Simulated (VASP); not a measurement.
Wanted: the native input for a VASP 6.6.1 run.

| Item | Value |
| --- | --- |
| Task | single point |
| Functional | PBEsol |
| Potentials or basis | VASP PAW PBE potentials, release 64 (Cd, Se) |
| Cutoff | 500 eV |
| k mesh | 4 × 4 × 4 |
| Occupations | fermi-dirac, width 0.05 eV |
| Spin | no spin polarisation |
| Dipole correction | no |
| Further INCAR settings | ALGO = Normal; EDIFF = 1e-06; NBANDS = 16 |

The structure of CdSe lies in POSCAR:

```
CdSe
1.0
    0.0000000000      2.8739580000      2.8739580000
    2.8739580000      0.0000000000      2.8739580000
    2.8739580000      2.8739580000      0.0000000000
Cd Se
1 1
Direct
    0.0000000000      0.0000000000      0.0000000000
    0.5000000000      0.5000000000      0.5000000000
```

One way to write it, as run:

INCAR

```
ALGO = Normal
EDIFF = 1E-6
ENCUT = 500
GGA = PS
GGA_COMPAT = F
ISIF = 2
ISMEAR = -1
LASPH = T
LCHARG = F
LREAL = F
LWAVE = F
NBANDS = 16
NELM = 120
PREC = Accurate
SIGMA = 0.05
```

KPOINTS

```
k-points
0
Gamma
  4 4 4
```

Potentials or basis: VASP PAW PBE potentials, release 64 (Cd, Se).

Run with:

```sh
$ cat potpaw_PBE.64/Cd/POTCAR potpaw_PBE.64/Se/POTCAR > POTCAR
$ mpirun -np 1 vasp_std > vasp.out
```

Results of the run:

```
Pressure               : -3.0 GPa
Band gap on the k mesh : zero (band 9 reaches 2.08 eV, above the bottom of band 10 at 1.60 eV)
```

Caveat: the k points lie up to 0.47 Å⁻¹ apart; the PAW data sets were made with another functional, which shifts forces and pressure a little.

Run time: 6.2 s on 1 thread of Intel(R) Xeon(R) Platinum 8488C (Sapphire Rapids), with other jobs on the host, peak memory 0.16 GiB.
